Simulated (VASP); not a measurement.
# Cr (Pm-3m) in VASP: notebook

The runs below take Cr through single point, with RPBE.

Program: VASP 6.6.1. These are calculated values, not measurements. Logs are shortened: lines on timing, memory, paths and dates and some standing lists are left out, and cuts for length are marked.

## Step 1: The cell of the first run

Symmetry: Pm-3m, No. 221, cubic system. The conventional cell has a = 2.358 Å, b = 2.358 Å, c = 2.358 Å, α = 90.00°, β = 90.00°, γ = 90.00°. Cr (site symmetry m-3m) has 6 Cr at 2.36 Å within 3.1 Å.

## Step 2: Single point, RPBE

INCAR

```
SYSTEM = Cr
PREC = Accurate ; ENCUT = 520
EDIFF = 1E-6 ; ISMEAR = -1
SIGMA = 0.1 ; LREAL = .False.
LASPH = .True. ; NELM = 100
ALGO = Normal ; ISIF = 2
LWAVE = .False. ; LCHARG = .True.
GGA = RP ; LELF = .True.
LVHAR = .True. ; NBANDS = 12
```

KPOINTS

```
Automatic mesh
0
Gamma
  15 15 15
  0 0 0
```

POSCAR

```
Cr
1.0
    2.3575839339      0.0000000000      0.0000000000
    0.0000000000      2.3575839339      0.0000000000
    0.0000000000      0.0000000000      2.3575839339
Cr
1
Direct
    0.0000000000      0.0000000000      0.0000000000
```

Potentials or basis: VASP PAW PBE potentials, release 64 (Cr_pv).

Launch:

```sh
cat potpaw_PBE.64/Cr_pv/POTCAR > POTCAR
mpirun -np 1 vasp_std > vasp.out
```

OUTCAR:

```text
SYSTEM = Cr
   PREC = Accurate
   ENCUT = 520
   EDIFF = 1E-6
   ISMEAR = -1
   LREAL = .False.
   LASPH = .True.
   NELM = 100
   ISIF = 2
   GGA = RP

 ion  position               nearest neighbor table
   1  0.000  0.000  0.000-

  LATTYP: Found a simple cubic cell.
 ALAT       =     2.3575839339

  Lattice vectors:

 A1 = (   2.3575839339,   0.0000000000,   0.0000000000)
 A2 = (   0.0000000000,   2.3575839339,   0.0000000000)
 A3 = (   0.0000000000,   0.0000000000,   2.3575839339)

Analysis of symmetry for initial positions (statically):
=====================================================================
 Subroutine PRICEL returns:
 Original cell was already a primitive cell.

 Routine SETGRP: Setting up the symmetry group for a
 simple cubic supercell.

 Subroutine GETGRP returns: Found 48 space group operations
 (whereof 48 operations were pure point group operations)
 out of a pool of 48 trial point group operations.

The static configuration has the point symmetry O_h .

Analysis of symmetry for dynamics (positions and initial velocities):
=====================================================================
 Subroutine PRICEL returns:
 Original cell was already a primitive cell.

 Routine SETGRP: Setting up the symmetry group for a
 simple cubic supercell.

 Subroutine GETGRP returns: Found 48 space group operations
 (whereof 48 operations were pure point group operations)
 out of a pool of 48 trial point group operations.

The dynamic configuration has the point symmetry O_h .

 Subroutine INISYM returns: Found 48 space group operations
 (whereof 48 operations are pure point group operations),
 and found     1 'primitive' translations

----------------------------------------------------------------------------------------

                                     Primitive cell

  volume of cell :      13.1039

  direct lattice vectors                    reciprocal lattice vectors
     2.357583934  0.000000000  0.000000000     0.424163053  0.000000000  0.000000000
     0.000000000  2.357583934  0.000000000     0.000000000  0.424163053  0.000000000
     0.000000000  0.000000000  2.357583934     0.000000000  0.000000000  0.424163053

  length of vectors
     2.357583934  2.357583934  2.357583934     0.424163053  0.424163053  0.424163053

  position of ions in fractional coordinates (direct lattice)
     0.000000000  0.000000000  0.000000000

  ion indices of the primitive-cell ions
   primitive index   ion index
                 1           1

----------------------------------------------------------------------------------------

 KPOINTS: Automatic mesh

Automatic generation of k-mesh.
 Grid dimensions read from file:
 generate k-points for:   15   15   15

 Generating k-lattice:

  Cartesian coordinates                     Fractional coordinates (reciprocal lattice)
     0.028277537  0.000000000  0.000000000     0.066666667  0.000000000  0.000000000
     0.000000000  0.028277537  0.000000000     0.000000000  0.066666667  0.000000000
     0.000000000  0.000000000  0.028277537     0.000000000  0.000000000  0.066666667

  Length of vectors
     0.028277537  0.028277537  0.028277537

  Shift w.r.t. Gamma in fractional coordinates (k-lattice)
     0.000000000  0.000000000  0.000000000

 Subroutine IBZKPT returns following result:
 ===========================================

 Found    120 irreducible k-points:

 Following reciprocal coordinates:
            Coordinates               Weight
  0.000000  0.000000  0.000000      1.000000
  0.066667  0.000000  0.000000      6.000000
  0.133333  0.000000  0.000000      6.000000
  0.200000  0.000000  0.000000      6.000000
  0.266667  0.000000  0.000000      6.000000
  0.333333  0.000000  0.000000      6.000000
[... 16 lines left out ...]
  0.266667  0.200000  0.000000     24.000000
  0.333333  0.200000  0.000000     24.000000
 [... further k-points ...]
   k-points           NKPTS =    120   k-points in BZ     NKDIM =    120   number of bands    NBANDS=     12
   number of dos      NEDOS =    301   number of ions     NIONS =      1
   total plane-waves  NPLWV =   5832
   dimension x,y,z NGX =    18 NGY =   18 NGZ =   18
   dimension x,y,z NGXF=    36 NGYF=   36 NGZF=   36
   ions per type =               1
   NGX,Y,Z   is equivalent  to a cutoff of  12.69, 12.69, 12.69 a.u.
   NGXF,Y,Z  is equivalent  to a cutoff of  25.39, 25.39, 25.39 a.u.
 SYSTEM =  Cr
   PREC   = accura    normal or accurate (medium, high low for compatibility)
   ISTART =      0    job   : 0-new  1-cont  2-samecut
   ICHARG =      2    charge: 1-file 2-atom 10-const
   ISPIN  =      1    spin polarized calculation?
   LNONCOLLINEAR =      F non collinear calculations
   LSORBIT =      F    spin-orbit coupling
   LASPH  =      T    aspherical Exc in radial PAW
   ENCUT  =  520.0 eV  38.22 Ry    6.18 a.u.   4.38  4.38  4.38*2*pi/ulx,y,z
   NELM   =    100;   NELMIN=  2; NELMDL= -5     # of ELM steps
   EDIFF  = 0.1E-05   stopping-criterion for ELM
   LREAL  =      F    real-space projection
   EDIFFG = 0.1E-04   stopping-criterion for IOM
   NSW    =      0    number of steps for IOM
   IBRION =     -1    ionic relax: 0-MD 1-quasi-New 2-CG
   NFREE  =      0    steps in history (QN), initial steepest desc. (CG)
   ISIF   =      2    stress and relaxation
   ISYM   =      2    0-nonsym 1-usesym 2-fastsym
   POTIM  = 0.5000    time-step for ionic-motion
   TEBEG  =    0.0;   TEEND  =   0.0 temperature during run
   PSTRESS=    0.0 pullay stress
   NELECT =      12.0000    total number of electrons
   NUPDOWN=      -1.0000    fix difference up-down
   EMIN   =  10.00;   EMAX   =-10.00  energy-range for DOS
   EFERMI =   0.00;   METHOD = LEGACY
   ISMEAR =    -1;   SIGMA  =   0.10  broadening in eV -4-tet -1-fermi 0-gaus
   EFERMI_NEDOS =   21; number of points for ismear=-14 and -15
   IALGO  =     38    algorithm
   IMIX   =      4    mixing-type and parameters
     AMIX     =   0.40;   BMIX     =  1.00
     AMIX_MAG =   1.60;   BMIX_MAG =  1.00
  volume/ion in A,a.u.               =      13.10        88.43
  Fermi-wavevector in a.u.,A,eV,Ry     =   1.589772  3.004233 34.387010  2.527374
  Thomas-Fermi vector in A             =   2.688570
   LORBIT       =      0    0 simple, 1 ext, 2 COOP (PROOUT), +10 PAW based schemes
   GGA     = RP    functional components
   LHFCALC =     F    Hartree Fock is set to
   AEXX    =    0.0000 exact exchange contribution
   IVDW    =     0    specifies the selected vdW correction
   LEPSILON=     F    determine dielectric tensor
   LRPA    =     F    only Hartree local field effects (RPA)
 non-spin polarized calculation
  energy-cutoff  :      520.00
  volume of cell :       13.10
 maximum number of plane-waves:       365
 NGX is ok and might be reduce to    18
   NGX =  9   NGY =  9   NGZ =  9

 number of electron      12.0000017 magnetization

 Free energy of the ion-electron system (eV)
  ---------------------------------------------------
  ext. energy  EPLUGINS =         0.00000000
  ---------------------------------------------------
  free energy    TOTEN  =        -7.99795260 eV

  energy without entropy =       -7.94678817  energy(sigma->0) =       -7.97237038

 E-fermi :   9.4618     XC(G=0): -12.7127

 val. band max:        9.4571788097   @ k =   0.4667   0.2667   0.0667
 cond. band min:       9.4625184131   @ k =   0.3333   0.2000   0.2000
 fundamental gap:      0.0053396034
 Fermi energy:         9.4617701968

 k-point     1 :       0.0000    0.0000    0.0000
  band No.  band energies     occupation
      1     -33.1495      2.00000
      2     -33.1494      2.00000
      3     -33.1494      2.00000
      4       2.2018      2.00000
      5       6.3927      2.00000
      6       6.3927      2.00000
      7      11.8723      0.00000
      8      11.8723      0.00000
      9      11.8723      0.00000
     10      17.0394      0.00000
     11      28.8013      0.00000
     12      28.8013      0.00000

 k-point     2 :       0.0667    0.0000    0.0000
  band No.  band energies     occupation
      1     -33.1924      2.00000
      2     -33.1458      2.00000
      3     -33.1458      2.00000
      4       2.3411      2.00000
      5       6.4225      2.00000
      6       6.4913      2.00000
      7      11.7780      0.00000
      8      11.7781      0.00000
      9      11.8795      0.00000
     10      17.0393      0.00000
     11      27.5003      0.00000
     12      29.0122      0.00000

 k-point     3 :       0.1333    0.0000    0.0000
  band No.  band energies     occupation
      1     -33.3129      2.00000
      2     -33.1355      2.00000
      3     -33.1355      2.00000
      4       2.7445      2.00000
      5       6.5076      2.00000
      6       6.7762      2.00000
      7      11.5196      0.00000
      8      11.5196      0.00000
      9      11.9000      0.00000
     10      17.0390      0.00000
     11      25.1544      0.00000
     12      29.6219      0.00000

 k-point     4 :       0.2000    0.0000    0.0000
  band No.  band energies     occupation
      1     -33.4882      2.00000
      2     -33.1203      2.00000
      3     -33.1203      2.00000
      4       3.3711      2.00000
      5       6.6357      2.00000
      6       7.2124      2.00000
      7      11.1578      0.00000
      8      11.1578      0.00000
      9      11.9302      0.00000
     10      17.0382      0.00000
     11      22.7693      0.00000
     12      30.5724      0.00000

 k-point     5 :       0.2667    0.0000    0.0000
  band No.  band energies     occupation
      1     -33.6863      2.00000
      2     -33.1028      2.00000
      3     -33.1028      2.00000
      4       4.1577      2.00000
      5       6.7868      2.00000
      6       7.7326      2.00000
      7      10.7666      0.00000
      8      10.7666      0.00000
      9      11.9652      0.00000
     10      17.0364      0.00000
     11      20.5912      0.00000
     12      31.7447      0.00000

 k-point     6 :       0.3333    0.0000    0.0000
  band No.  band energies     occupation
      1     -33.8726      2.00000
      2     -33.0860      2.00000
      3     -33.0860      2.00000
      4       5.0173      2.00000
      5       6.9358      2.00000
      6       8.2326      1.99999
      7      10.4131      0.00015
      8      10.4131      0.00015
      9      11.9987      0.00000
     10      17.0313      0.00000
     11      18.7517      0.00000
     12      31.0944      0.00000

 k-point     7 :       0.4000    0.0000    0.0000
  band No.  band energies     occupation
      1     -34.0161      2.00000
      2     -33.0728      2.00000
      3     -33.0728      2.00000
      4       5.8192      2.00000
      5       7.0553      2.00000
      6       8.5898      1.99967
      7      10.1491      0.00207
      8      10.1491      0.00207
      9      12.0251      0.00000
     10      16.9946      0.00000
     11      17.4143      0.00000
     12      30.5926      0.00000

 k-point     8 :       0.4667    0.0000    0.0000
  band No.  band energies     occupation
      1     -34.0939      2.00000
      2     -33.0656      2.00000
      3     -33.0656      2.00000
      4       6.3473      2.00000
      5       7.1220      2.00000
      6       8.7399      1.99853
      7      10.0088      0.00838
      8      10.0088      0.00838
      9      12.0396      0.00000
     10      16.5831      0.00000
     11      17.0798      0.00000
     12      30.3193      0.00000
[... 166 lines left out ...]
 k-point    20 :       0.4000    0.1333    0.0000
  band No.  band energies     occupation
      1     -33.9941      2.00000
      2     -33.2274      2.00000
      3     -33.0596      2.00000
      4       6.1580      2.00000
      5       7.3524      2.00000
      6       8.0906      2.00000
      7      10.2111      0.00111
      8      10.8433      0.00000
      9      11.7224      0.00000
     10      17.0125      0.00000
     11      17.5855      0.00000
     12      28.6916      0.00000

 k-point    21 :       0.4667    0.1333    0.0000
  band No.  band energies     occupation
      1     -34.0712      2.00000
      2     -33.2194      2.00000
      3     -33.0524      2.00000
      4       6.7457      2.00000
      5       7.4757      2.00000
      6       7.7548      2.00000
      7      10.0737      0.00439
      8      11.2289      0.00000
      9      11.7403      0.00000
     10      16.5987      0.00000
     11      17.0779      0.00000
     12      29.0698      0.00000

 k-point    22 :       0.2000    0.2000    0.0000
  band No.  band energies     occupation
      1     -33.4666      2.00000
      2     -33.4379      2.00000
      3     -33.0917      2.00000
      4       4.4003      2.00000
      5       7.1043      2.00000
      6       7.8195      2.00000
      7      10.4864      0.00007
      8      11.1627      0.00000
      9      11.3414      0.00000
     10      17.0382      0.00000
     11      23.2223      0.00000
     12      24.6999      0.00000

 k-point    23 :       0.2667    0.2000    0.0000
  band No.  band energies     occupation
      1     -33.6474      2.00000
      2     -33.4295      2.00000
      3     -33.0745      2.00000
      4       5.0393      2.00000
      5       7.2477      2.00000
      6       8.2816      1.99999
      7      10.3247      0.00036
      8      10.8591      0.00000
      9      11.3265      0.00000
     10      17.0377      0.00000
     11      21.4068      0.00000
     12      25.0472      0.00000

 k-point    24 :       0.3333    0.2000    0.0000
  band No.  band energies     occupation
      1     -33.8295      2.00000
      2     -33.4094      2.00000
      3     -33.0580      2.00000
      4       5.6931      2.00000
      5       7.3298      2.00000
      6       8.5137      1.99985
      7      10.5297      0.00005
      8      10.6291      0.00002
      9      11.3695      0.00000
     10      17.0356      0.00000
     11      19.4395      0.00000
     12      25.8807      0.00000

 [... further k-points ...]
[... 5 lines left out ...]
  --------------------------------------------------------------------------------------
  -------------------------------------------------------------------------------------
  Total        0.0436160      0.0436160      0.0436160      0.0000000      0.0000000     -0.0000000
  in kB        5.3327947      5.3327947      5.3327947      0.0000000      0.0000000     -0.0000000
  external PRESSURE =       5.3327947 kB  Pullay stress =       0.0000000 kB

 VOLUME and BASIS-vectors are now :
 -----------------------------------------------------------------------------
  energy-cutoff  :      520.00
  volume of cell :       13.10
      direct lattice vectors                 reciprocal lattice vectors
     2.357583934  0.000000000  0.000000000     0.424163053  0.000000000  0.000000000
     0.000000000  2.357583934  0.000000000     0.000000000  0.424163053  0.000000000
     0.000000000  0.000000000  2.357583934     0.000000000  0.000000000  0.424163053

 POSITION                                       TOTAL-FORCE (eV/Angst)
 -----------------------------------------------------------------------------------
      0.00000      0.00000      0.00000         0.000000      0.000000      0.000000
 -----------------------------------------------------------------------------------
    total drift:                               -0.000000      0.000000      0.000000

  FREE ENERGIE OF THE ION-ELECTRON SYSTEM (eV)
  ---------------------------------------------------
  free  energy   TOTEN  =        -7.9979525956 eV

  energy  without entropy=       -7.9467881696  energy(sigma->0) =       -7.97237038
```

Run time: 9.8 s. Hardware: 1 thread of Intel Xeon 6975P-C (Granite Rapids), shared host; peak memory 0.13 GiB.

What came out:

```yaml
Free_energy: -7.9980 eV
Pressure: 0.5 GPa
Band_gap_on_the_k_mesh: zero (band 6 reaches 10.47 eV, above the bottom of band 7 at 8.80 eV)
```

Caveat: the PAW data sets were made with another functional, which shifts forces and pressure a little; the run has no spin polarisation, though such a crystal can be magnetic. Spin polarisation is off, so any magnetic state and its effect on volume and gap are missing.

## Step 3: Single point, RPBE (volume scaled by 1.04)

INCAR

```
PREC = Accurate
ENCUT = 520
EDIFF = 1E-7
ISMEAR = -1
SIGMA = 0.1
LREAL = F
LASPH = T
NELM = 100
ALGO = Normal
ISIF = 2
LWAVE = F
LCHARG = F
GGA = RP
NBANDS = 12
```

KPOINTS

```
regular mesh
0
Gamma
  15 15 15
```

POSCAR

```
Cr
1.0
    2.3886083330      0.0000000000      0.0000000000
    0.0000000000      2.3886083330      0.0000000000
    0.0000000000      0.0000000000      2.3886083330
Cr
1
Direct
    0.0000000000      0.0000000000      0.0000000000
```

Potentials or basis: VASP PAW PBE potentials, release 64 (Cr_pv).

Launch:

```sh
cat potpaw_PBE.64/Cr_pv/POTCAR > POTCAR
mpirun -np 1 vasp_std > vasp.out
```

Run time: 9.9 s. Hardware: 1 thread of Intel Xeon 6975P-C (Granite Rapids), shared host; peak memory 0.13 GiB.

The run converged. Its results:

| Quantity | Value |
| --- | --- |
| Free energy | -7.9890 eV |
| Pressure | -5.9 GPa |
| Band gap on the k mesh | zero (band 6 reaches 9.93 eV, above the bottom of band 7 at 8.35 eV) |

Levels at points of the mesh, in eV from the Fermi level:
```csv
k point,band 2,band 3,band 4,band 5,band 6,band 7,band 8,band 9,band 10,band 11
"(0.00, 0.00, 0.00)",-42.66,-42.66,-7.11,-2.92,-2.92,2.29,2.29,2.29,7.55,18.86
```

Caveat: the PAW data sets were made with another functional, which shifts forces and pressure a little; the run has no spin polarisation, though such a crystal can be magnetic. Spin polarisation is off, so any magnetic state and its effect on volume and gap are missing.

[end of part 1 of 2]
